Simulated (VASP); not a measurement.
# LiSi16 (a cell with a defect) in VASP: single point with PBE

Aim: the single point of LiSi16 (a cell with a defect) with PBE.

Program: VASP 6.6.1. These are calculated values, not measurements. Logs are shortened: lines on timing, memory, paths and dates and some standing lists are left out, and cuts for length are marked.

### Step 1. The cell of the first run

The cell holds a defect, 17 atoms: a = 7.679 Å, b = 7.679 Å, c = 7.679 Å, α = 60.00°, β = 60.00°, γ = 60.00°.

### Step 2. Single point, PBE

Input file INCAR:

```
SYSTEM = LiSi16
ALGO = Normal
EDIFF = 1E-7
ENCUT = 520
GGA = PE
ISIF = 2
ISMEAR = 0
LASPH = .TRUE.
LCHARG = .TRUE.
LELF = .TRUE.
LREAL = Auto
LVHAR = .TRUE.
LWAVE = .FALSE.
NBANDS = 48
NELECT = 66.0
NELM = 80
PREC = Accurate
SIGMA = 0.05
```

Input file KPOINTS:

```
k-points
0
G
  2 2 2
  0 0 0
```

Input file POSCAR:

```
LiSi16
1.0
    0.0000000000      5.4300000000      5.4300000000
    5.4300000000      0.0000000000      5.4300000000
    5.4300000000      5.4300000000      0.0000000000
Si Li
16 1
Direct
   -0.0293404236      0.0096997238      0.0099558932
    0.1210811234      0.1184225599      0.1193093002
    0.0040927256     -0.0165188766      0.5064792818
    0.1213594843      0.1183488029      0.6416158379
    0.0048640884      0.5056887661     -0.0165788214
    0.1208142726      0.6412621547      0.1192498158
    0.0041744936      0.5055706262      0.5064279006
    0.1545719153      0.6150560773      0.6150428177
    0.4952500000     -0.0014070902     -0.0004387661
    0.5993644567      0.1330769797      0.1341589319
    0.4954064457     -0.0014327808      0.5071325967
    0.6299991713      0.1178783610      0.6263356354
    0.4950146409      0.5063468692     -0.0003586556
    0.6306278085      0.6252130755      0.1185777164
    0.5258649171      0.4909109576      0.4918953039
    0.6300363720      0.6254166667      0.6263323204
    1.0627188766      0.3122873849      0.3125402394
```

Potentials or basis: VASP PAW PBE potentials, release 64 (Si, Li_sv).

Run with:

```sh
$ cat potpaw_PBE.64/Si/POTCAR potpaw_PBE.64/Li_sv/POTCAR > POTCAR
$ mpirun -np 1 vasp_std > vasp.out
```

OUTCAR:

```text
SYSTEM = LiSi16
   EDIFF = 1E-7
   ENCUT = 520
   GGA = PE
   ISIF = 2
   ISMEAR = 0
   LASPH = .TRUE.
   LREAL = Auto
   NELECT = 66.0
   NELM = 80
   PREC = Accurate

 ion  position               nearest neighbor table
   1  0.971  0.010  0.010-   4 2.32   6 2.32   2 2.32  10 2.33
   2  0.121  0.118  0.119-   1 2.32  17 2.34   9 2.35   3 2.43   5 2.43
   3  0.004  0.983  0.506-   8 2.32  17 2.35  12 2.35   2 2.43   4 2.43
   4  0.121  0.118  0.642-   1 2.32  11 2.35  17 2.35   7 2.43   3 2.43
   5  0.005  0.506  0.983-   8 2.32  17 2.35  14 2.35   2 2.43   6 2.43
   6  0.121  0.641  0.119-   1 2.32  17 2.35  13 2.35   7 2.43   5 2.43
   7  0.004  0.506  0.506-   8 2.32  17 2.34  16 2.35   6 2.43   4 2.43
   8  0.155  0.615  0.615-   5 2.32   3 2.32   7 2.32  15 2.33
   9  0.495  0.999  1.000-  12 2.34  14 2.34  10 2.34   2 2.35
  10  0.599  0.133  0.134-   1 2.33  11 2.34   9 2.34  13 2.34
  11  0.495  0.999  0.507-  12 2.34  16 2.34  10 2.34   4 2.35
  12  0.630  0.118  0.626-  11 2.34   9 2.34  15 2.34   3 2.35
  13  0.495  0.506  1.000-  16 2.34  14 2.34  10 2.34   6 2.35
  14  0.631  0.625  0.119-   9 2.34  13 2.34  15 2.34   5 2.35
  15  0.526  0.491  0.492-   8 2.33  12 2.34  16 2.34  14 2.34
  16  0.630  0.625  0.626-  11 2.34  13 2.34  15 2.34   7 2.35
  17  0.063  0.312  0.313-   7 2.34   2 2.34   6 2.35   5 2.35   3 2.35   4 2.35

  LATTYP: Found a face centered cubic cell.
 ALAT       =    10.8600000000

  Lattice vectors:

 A1 = (   0.0000000000,   5.4300000000,   5.4300000000)
 A2 = (   5.4300000000,   0.0000000000,   5.4300000000)
 A3 = (   5.4300000000,   5.4300000000,   0.0000000000)

Analysis of symmetry for initial positions (statically):
=====================================================================
 Subroutine PRICEL returns:
 Original cell was already a primitive cell.

 Routine SETGRP: Setting up the symmetry group for a
 face centered cubic supercell.

 Subroutine GETGRP returns: Found  1 space group operations
 (whereof  1 operations were pure point group operations)
 out of a pool of 48 trial point group operations.

The static configuration has the point symmetry C_1 .

Analysis of symmetry for dynamics (positions and initial velocities):
=====================================================================
 Subroutine PRICEL returns:
 Original cell was already a primitive cell.

 Routine SETGRP: Setting up the symmetry group for a
 face centered cubic supercell.

 Subroutine GETGRP returns: Found  1 space group operations
 (whereof  1 operations were pure point group operations)
 out of a pool of 48 trial point group operations.

The dynamic configuration has the point symmetry C_1 .

 Subroutine INISYM returns: Found  1 space group operations
 (whereof  1 operations are pure point group operations),
 and found     1 'primitive' translations

----------------------------------------------------------------------------------------

                                     Primitive cell

  volume of cell :     320.2060

  direct lattice vectors                    reciprocal lattice vectors
     0.000000000  5.430000000  5.430000000    -0.092081031  0.092081031  0.092081031
     5.430000000  0.000000000  5.430000000     0.092081031 -0.092081031  0.092081031
     5.430000000  5.430000000  0.000000000     0.092081031  0.092081031 -0.092081031

  length of vectors
     7.679179644  7.679179644  7.679179644     0.159489025  0.159489025  0.159489025

  position of ions in fractional coordinates (direct lattice)
     0.970659576  0.009699724  0.009955893
     0.121081123  0.118422560  0.119309300
     0.004092726  0.983481123  0.506479282
     0.121359484  0.118348803  0.641615838
     0.004864088  0.505688766  0.983421179
     0.120814273  0.641262155  0.119249816
[... 9 lines left out ...]
     0.630036372  0.625416667  0.626332320
     0.062718877  0.312287385  0.312540239

  ion indices of the primitive-cell ions
   primitive index   ion index
                 1           1
                 2           2
                 3           3
                 4           4
                 5           5
                 6           6
[... 9 lines left out ...]
                16          16
                17          17

----------------------------------------------------------------------------------------

 KPOINTS: k-points

Automatic generation of k-mesh.
 Grid dimensions read from file:
 generate k-points for:    2    2    2

 Generating k-lattice:

  Cartesian coordinates                     Fractional coordinates (reciprocal lattice)
    -0.046040516  0.046040516  0.046040516     0.500000000  0.000000000  0.000000000
     0.046040516 -0.046040516  0.046040516     0.000000000  0.500000000  0.000000000
     0.046040516  0.046040516 -0.046040516     0.000000000  0.000000000  0.500000000

  Length of vectors
     0.079744512  0.079744512  0.079744512

  Shift w.r.t. Gamma in fractional coordinates (k-lattice)
     0.000000000  0.000000000  0.000000000

 Subroutine IBZKPT returns following result:
 ===========================================

 Found      8 irreducible k-points:

 Following reciprocal coordinates:
            Coordinates               Weight
  0.000000  0.000000  0.000000      1.000000
  0.500000  0.000000  0.000000      1.000000
  0.000000  0.500000  0.000000      1.000000
  0.000000  0.000000  0.500000      1.000000
  0.500000  0.500000  0.500000      1.000000
  0.500000  0.500000  0.000000      1.000000
  0.000000  0.500000  0.500000      1.000000
  0.500000  0.000000  0.500000      1.000000
   k-points           NKPTS =      8   k-points in BZ     NKDIM =      8   number of bands    NBANDS=     48
   number of dos      NEDOS =    301   number of ions     NIONS =     17
   total plane-waves  NPLWV = 216000
   dimension x,y,z NGX =    60 NGY =   60 NGZ =   60
   dimension x,y,z NGXF=   120 NGYF=  120 NGZF=  120
   ions per type =              16   1
   NGX,Y,Z   is equivalent  to a cutoff of  12.99, 12.99, 12.99 a.u.
   NGXF,Y,Z  is equivalent  to a cutoff of  25.98, 25.98, 25.98 a.u.
 SYSTEM =  LiSi16
   PREC   = accura    normal or accurate (medium, high low for compatibility)
   ISTART =      0    job   : 0-new  1-cont  2-samecut
   ICHARG =      2    charge: 1-file 2-atom 10-const
   ISPIN  =      1    spin polarized calculation?
   LNONCOLLINEAR =      F non collinear calculations
   LSORBIT =      F    spin-orbit coupling
   LASPH  =      T    aspherical Exc in radial PAW
   ENCUT  =  520.0 eV  38.22 Ry    6.18 a.u.  14.28 14.28 14.28*2*pi/ulx,y,z
   NELM   =     80;   NELMIN=  2; NELMDL= -5     # of ELM steps
   EDIFF  = 0.1E-06   stopping-criterion for ELM
   LREAL  =      T    real-space projection
   EDIFFG = 0.1E-05   stopping-criterion for IOM
   NSW    =      0    number of steps for IOM
   IBRION =     -1    ionic relax: 0-MD 1-quasi-New 2-CG
   NFREE  =      0    steps in history (QN), initial steepest desc. (CG)
   ISIF   =      2    stress and relaxation
   ISYM   =      2    0-nonsym 1-usesym 2-fastsym
   POTIM  = 0.5000    time-step for ionic-motion
   TEBEG  =    0.0;   TEEND  =   0.0 temperature during run
   PSTRESS=    0.0 pullay stress
   NELECT =      66.0000    total number of electrons
   NUPDOWN=      -1.0000    fix difference up-down
   EMIN   =  10.00;   EMAX   =-10.00  energy-range for DOS
   EFERMI =   0.00;   METHOD = LEGACY
   ISMEAR =     0;   SIGMA  =   0.05  broadening in eV -4-tet -1-fermi 0-gaus
   EFERMI_NEDOS =   21; number of points for ismear=-14 and -15
   IALGO  =     38    algorithm
   IMIX   =      4    mixing-type and parameters
     AMIX     =   0.40;   BMIX     =  1.00
     AMIX_MAG =   1.60;   BMIX_MAG =  1.00
  volume/ion in A,a.u.               =      18.84       127.11
  Fermi-wavevector in a.u.,A,eV,Ry     =   0.967044  1.827449 12.723821  0.935174
  Thomas-Fermi vector in A             =   2.096897
   LORBIT       =      0    0 simple, 1 ext, 2 COOP (PROOUT), +10 PAW based schemes
   GGA     = PE    functional components
   LHFCALC =     F    Hartree Fock is set to
   AEXX    =    0.0000 exact exchange contribution
   IVDW    =     0    specifies the selected vdW correction
   LEPSILON=     F    determine dielectric tensor
   LRPA    =     F    only Hartree local field effects (RPA)
 non-spin polarized calculation
 Gauss-broadening in eV      SIGMA  =   0.05
  energy-cutoff  :      520.00
  volume of cell :      320.21
 maximum number of plane-waves:      8646
 NGX is ok and might be reduce to    60
   NGX = 29   NGY = 29   NGZ = 29

 number of electron      66.0000001 magnetization

 Free energy of the ion-electron system (eV)
  ---------------------------------------------------
  ext. energy  EPLUGINS =         0.00000000
  ---------------------------------------------------
  free energy    TOTEN  =       -92.91992644 eV

  energy without entropy =      -92.91992077  energy(sigma->0) =      -92.91992360

 E-fermi :   6.1950     XC(G=0):  -9.4405

 val. band max:        6.0563344298   @ k =   0.0000   0.0000   0.0000
 cond. band min:       6.3286214605   @ k =   0.0000   0.0000   0.0000
 fundamental gap:      0.2722870306
 Fermi energy:         6.1949573353

 k-point     1 :       0.0000    0.0000    0.0000
  band No.  band energies     occupation
      1     -40.2246      2.00000
      2      -5.9066      2.00000
      3      -3.6759      2.00000
      4      -3.6017      2.00000
      5      -3.6009      2.00000
      6      -3.5582      2.00000
[... 37 lines left out ...]
     44       8.2817      0.00000
     45       8.2848      0.00000

 k-point     2 :       0.5000    0.0000    0.0000
  band No.  band energies     occupation
      1     -40.2247      2.00000
      2      -5.1560      2.00000
      3      -5.0550      2.00000
      4      -3.3348      2.00000
      5      -3.2781      2.00000
      6      -3.2769      2.00000
[... 280 lines left out ...]
 k-point     8 :       0.5000    0.0000    0.5000
  band No.  band energies     occupation
      1     -40.2246      2.00000
      2      -4.8872      2.00000
      3      -4.7919      2.00000
      4      -3.9432      2.00000
      5      -3.9036      2.00000
      6      -3.8865      2.00000
[... 37 lines left out ...]
     44      10.2751      0.00000
     45      10.3421      0.00000
 [bands above 45 left out]

------------------------ aborting loop because EDIFF is reached ----------------------------------------

  FORCE on cell =-STRESS in cart. coord.  units (eV):
  Direction    XX          YY          ZZ          XY          YZ          ZX
  --------------------------------------------------------------------------------------
  -------------------------------------------------------------------------------------
  Total       -0.1164375     -0.1472552     -0.1319938      0.9771367     -0.9846848      0.9675535
  in kB       -0.5826048     -0.7368038     -0.6604418      4.8891844     -4.9269521      4.8412339
  external PRESSURE =      -0.6599501 kB  Pullay stress =       0.0000000 kB

 VOLUME and BASIS-vectors are now :
 -----------------------------------------------------------------------------
  energy-cutoff  :      520.00
  volume of cell :      320.21
      direct lattice vectors                 reciprocal lattice vectors
     0.000000000  5.430000000  5.430000000    -0.092081031  0.092081031  0.092081031
     5.430000000  0.000000000  5.430000000     0.092081031 -0.092081031  0.092081031
     5.430000000  5.430000000  0.000000000     0.092081031  0.092081031 -0.092081031

 POSITION                                       TOTAL-FORCE (eV/Angst)
 -----------------------------------------------------------------------------------
      0.10673      5.32474      5.32335        -0.008202      0.023203      0.011173
      1.29088      1.30532      1.30051        -0.008260     -0.012252      0.000022
      8.09049      2.77241      5.36253        -0.009239      0.010442      0.001800
      4.12661      4.14296      1.30162         0.004446     -0.016164     -0.005876
      8.08587      5.36639      2.77230         0.013520      0.006695     -0.006193
      4.12958      1.30355      4.13808        -0.010910     -0.003476     -0.000274
[... 9 lines left out ...]
      6.79700      6.82208      6.81711        -0.004631      0.021606      0.003798
      3.39281      2.03766      2.03628         0.001116      0.001804     -0.003223
 -----------------------------------------------------------------------------------
    total drift:                                0.000273     -0.006734      0.000081

  FREE ENERGIE OF THE ION-ELECTRON SYSTEM (eV)
  ---------------------------------------------------
  free  energy   TOTEN  =       -92.9199264364 eV

  energy  without entropy=      -92.9199207714  energy(sigma->0) =      -92.91992360
```

It took 2.9 min on 1 thread of AMD EPYC 9R45 (Zen 5), shared host; peak memory 0.45 GiB.

Results:

```
Free energy   : -92.9199 eV
Largest force : 0.027 eV/Å
```

Forces on the atoms (eV/Å):
```
Si  -0.008  0.023  0.011
Si  -0.008 -0.012  0.000
Si  -0.009  0.010  0.002
Si   0.004 -0.016 -0.006
Si   0.014  0.007 -0.006
Si  -0.011 -0.003  0.000
Si   0.009  0.009  0.014
Si   0.009 -0.014 -0.016
Si   0.000 -0.004 -0.023
Si  -0.004 -0.018  0.010
Si   0.013 -0.002 -0.018
Si  -0.007  0.020  0.005
Si   0.020 -0.006  0.004
Si  -0.014 -0.005  0.009
Si  -0.004 -0.014  0.013
Si  -0.005  0.022  0.004
Li   0.001  0.002 -0.003
```

Caveat: the k points lie up to 0.50 Å⁻¹ apart; the cell carries a net charge on a neutralising background, which shifts energy and pressure; the cell is charged against a uniform background, so pressure and absolute levels hang on convention; the cutoff is under 1.25 times the usual one of these potentials, so pressure, stress and relaxed cells hold a basis-set (Pulay) error.
